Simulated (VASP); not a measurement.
Set up this calculation in VASP 6.6.1, as the native input.

```
Task                   : band structure
Functional             : TB-mBJ
Potentials or basis    : VASP PAW PBE potentials, release 64 (K_sv, F)
Cutoff                 : 640 eV
k mesh                 : 11 × 11 × 11
Occupations            : gaussian, width 0.03 eV
Spin                   : no spin polarisation
Tolerance level        : standard
Purpose                : bands
Route                  : KPOINTS_OPT
Further INCAR settings : ALGO = Normal; EDIFF = 1e-07; NBANDS = 30
```

Crystal: KF.

```xyz
2
Lattice="0.0000 2.6719 2.6719 2.6719 0.0000 2.6719 2.6719 2.6719 0.0000" Properties=species:S:1:pos:R:3 pbc="T T T"
K     0.0000    0.0000    0.0000
F     2.6719    2.6719    2.6719
```

These files were run (other wordings do the same):

POSCAR

```
KF
1.0
    0.0000000000      2.6718500000      2.6718500000
    2.6718500000      0.0000000000      2.6718500000
    2.6718500000      2.6718500000      0.0000000000
K F
1 1
Direct
    0.0000000000      0.0000000000      0.0000000000
    0.5000000000      0.5000000000      0.5000000000
```

INCAR.step1

```
SYSTEM = KF
ISMEAR = 0
SIGMA = 0.03
LWAVE = .True.
LCHARG = .False.
NBANDS = 30
PREC = Accurate
LASPH = .True.
LREAL = .False.
ALGO = Normal
EDIFF = 1E-7
NELM = 120
GGA_COMPAT = .False.
ENCUT = 640
EFERMI = MIDGAP
GGA = PE
```

INCAR.step2

```
SYSTEM = KF
METAGGA = MBJ
ISMEAR = 0
SIGMA = 0.03
LWAVE = .False.
LCHARG = .False.
NBANDS = 30
PREC = Accurate
LASPH = .True.
LREAL = .False.
ALGO = Normal
EDIFF = 1E-7
NELM = 120
GGA_COMPAT = .False.
ENCUT = 640
EFERMI = MIDGAP
LMIXTAU = .True.
ISTART = 1
```

KPOINTS

```
Automatic mesh
0
Gamma
  11 11 11
  0 0 0
```

KPOINTS_OPT

```
path GXWKGLUWLK,UX
32
line-mode
reciprocal
 0.0000000000  0.0000000000  0.0000000000  G
 0.5000000000  0.0000000000  0.5000000000  X

 0.5000000000  0.0000000000  0.5000000000  X
 0.5000000000  0.2500000000  0.7500000000  W

 0.5000000000  0.2500000000  0.7500000000  W
 0.3750000000  0.3750000000  0.7500000000  K

 0.3750000000  0.3750000000  0.7500000000  K
 0.0000000000  0.0000000000  0.0000000000  G

 0.0000000000  0.0000000000  0.0000000000  G
 0.5000000000  0.5000000000  0.5000000000  L

 0.5000000000  0.5000000000  0.5000000000  L
 0.6250000000  0.2500000000  0.6250000000  U

 0.6250000000  0.2500000000  0.6250000000  U
 0.5000000000  0.2500000000  0.7500000000  W

 0.5000000000  0.2500000000  0.7500000000  W
 0.5000000000  0.5000000000  0.5000000000  L

 0.5000000000  0.5000000000  0.5000000000  L
 0.3750000000  0.3750000000  0.7500000000  K

 0.6250000000  0.2500000000  0.6250000000  U
 0.5000000000  0.0000000000  0.5000000000  X
```

Potentials or basis: VASP PAW PBE potentials, release 64 (K_sv, F).

The run is started by

```console
$ cat potpaw_PBE.64/K_sv/POTCAR potpaw_PBE.64/F/POTCAR > POTCAR
$ cp INCAR.step1 INCAR
$ mpirun -np 1 vasp_std > vasp.out
$ cp INCAR.step2 INCAR
$ mpirun -np 1 vasp_std > vasp.out
```

Results of the run:

| Property | Result |
| --- | --- |
| Band gap on the k mesh | 10.19 eV |
| Band gap along the path | 10.19 eV |

It took 4.1 min on 1 thread of Intel(R) Xeon(R) 6975P-C (Granite Rapids), on a shared host, peak memory 0.25 GiB.
